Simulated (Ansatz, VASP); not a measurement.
**One calculation of KI, two programs**

```
CELL_PARAMETERS angstrom
0.07049 3.55980 3.55980
3.55980 0.07049 3.55980
3.55980 3.55980 0.07049
ATOMIC_POSITIONS crystal
K 0.00000 0.00000 0.00000
I 0.50000 0.50000 0.50000
```

Change from the starting cell: equal xy, yz and zx shear strains of +2 %.

Alike in both runs: task single point; functional PBEsol; k mesh 8 × 8 × 8; occupations fermi-dirac, width 0.01 eV; no spin polarisation.

|  | VASP | Ansatz |
| --- | --- | --- |
| version | VASP 6.6.1 | Ansatz 0.2.0 |
| potentials or method | VASP PAW PBE potentials, release 64 (K_sv, I), cutoff 520 eV | all-electron LAPW, scalar-relativistic |

VASP gave:

```
gap on the k mesh at the Fermi level (eV)                     : 3.80
pressure (GPa)                                                : -0.2
traceless stress, the component that is largest in VASP (GPa) : -0.07
```

Q: Estimate Ansatz's values.

A: gap on the k mesh at the Fermi level (eV): 3.80; pressure (GPa): -0.2; traceless stress, the component that is largest in VASP (GPa): -0.08.

VASP's potentials were made for PBE, not for PBEsol. Ansatz ran all-electron here, and VASP with PAW potentials.

Spin-orbit coupling is off throughout.
